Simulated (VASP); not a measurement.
SiP5:

```
Si P
1.0
     0.00000    3.87108    3.87108
     3.87108    0.00000    3.87108
     3.87108    3.87108    0.00000
Si P
1 5
Direct
  0.00000 0.00000 0.00000
  0.62475 0.12574 0.62475
  0.25000 0.25000 0.25000
  0.12574 0.62475 0.62475
  0.62475 0.62475 0.62475
  0.62475 0.62475 0.12574
```

The cell was generated, and may not be a known phase.

```yaml
Program: VASP 6.6.1
Task: relaxation of cell and atoms
Functional: PBE
Potentials_or_basis: VASP PAW PBE potentials, release 64 (Si, P)
Cutoff: 600 eV
k_mesh: 4 × 4 × 4
Occupations: gaussian, width 0.1 eV
Spin: no spin polarisation
```

At the start: pressure -13.0 GPa; volume 19.34 Å³/atom.

How do energy, volume and symmetry change on relaxing?

Over 7 steps the energy falls by 215.0 meV/atom and the volume is 15.09 Å³/atom (-21.9 %); space group F-43m (No. 216, to 0.1 Å) before and after.

Step by step:
| step | energy change (eV) | largest force (eV/Å) | pressure (GPa) | volume (Å³) |
| --- | --- | --- | --- | --- |
| 1 | 0.0000 | 0.0066 | -13.03 | 116.02 |
| 2 | -1.2825 | 0.1106 | -1.10 | 91.56 |
| 3 | -1.2865 | 0.1066 | -0.03 | 90.44 |
| 4 | -1.2860 | 0.1048 | 0.43 | 89.97 |
| 5 | -1.2884 | 0.0722 | -0.08 | 90.50 |
| 6 | -1.2887 | 0.0560 | -0.33 | 90.78 |
| 7 | -1.2897 | 0.0151 | -0.08 | 90.56 |

Final structure:
```
Si P
1.0
     0.00000    3.56426    3.56426
     3.56426    0.00000    3.56426
     3.56426    3.56426    0.00000
Si P
1 5
Direct
  0.00000 0.00000 0.00000
  0.62371 0.12886 0.62371
  0.25000 0.25000 0.25000
  0.12886 0.62371 0.62371
  0.62371 0.62371 0.62371
  0.62371 0.62371 0.12886
```

Caveat: the volume moved by over 15 % at a fixed basis, so the end points are rough; an odd number of electrons without spin polarisation forces a metal; a magnetic or distorted state may lie lower.
